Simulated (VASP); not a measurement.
Zr3Mn:

```
Zr Mn
1.0
     4.37322    0.00000    0.00000
     0.00000    4.37322    0.00000
     0.00000    0.00000    4.37322
Zr Mn
3 1
Direct
  0.00000 0.50000 0.50000
  0.50000 0.00000 0.50000
  0.50000 0.50000 0.00000
  0.00000 0.00000 0.00000
```

```yaml
Program: VASP 6.6.1
Task: relaxation of cell and atoms
Functional: PBE
Potentials_or_basis: VASP PAW PBE potentials, release 64 (Zr_sv, Mn_pv)
Cutoff: 600 eV
k_mesh: 10 × 10 × 10
Occupations: gaussian, width 0.1 eV
Spin: no spin polarisation
```

At the start: pressure -5.2 GPa; volume 20.91 Å³/atom.

Problem. Where does the relaxation end?

Solution. Over 4 steps the energy falls by 20.7 meV/atom and the volume is 19.79 Å³/atom (-5.4 %); space group Pm-3m (No. 221, to 0.1 Å) before and after.

Step by step:
| step | energy change (eV) | largest force (eV/Å) | pressure (GPa) | volume (Å³) |
| --- | --- | --- | --- | --- |
| 1 | 0.0000 | 0.0000 | -5.23 | 83.64 |
| 2 | 0.1156 | 0.0000 | 5.03 | 75.65 |
| 3 | -0.0704 | 0.0000 | -0.20 | 79.30 |
| 4 | -0.0828 | 0.0000 | -0.04 | 79.15 |

Final structure:
```cif
data_structure
_symmetry_space_group_name_H-M 'P 1'
_symmetry_Int_Tables_number 1
_cell_length_a 4.2935
_cell_length_b 4.2935
_cell_length_c 4.2935
_cell_angle_alpha 90.000
_cell_angle_beta 90.000
_cell_angle_gamma 90.000
_cell_volume 79.15
loop_
_atom_site_label
_atom_site_type_symbol
_atom_site_fract_x
_atom_site_fract_y
_atom_site_fract_z
_atom_site_occupancy
Zr1 Zr 0.00000 0.50000 0.50000 1
Zr2 Zr 0.50000 0.00000 0.50000 1
Zr3 Zr 0.50000 0.50000 0.00000 1
Mn1 Mn 0.00000 0.00000 0.00000 1
```

Caveat: the run has no spin polarisation, though such a crystal can be magnetic.
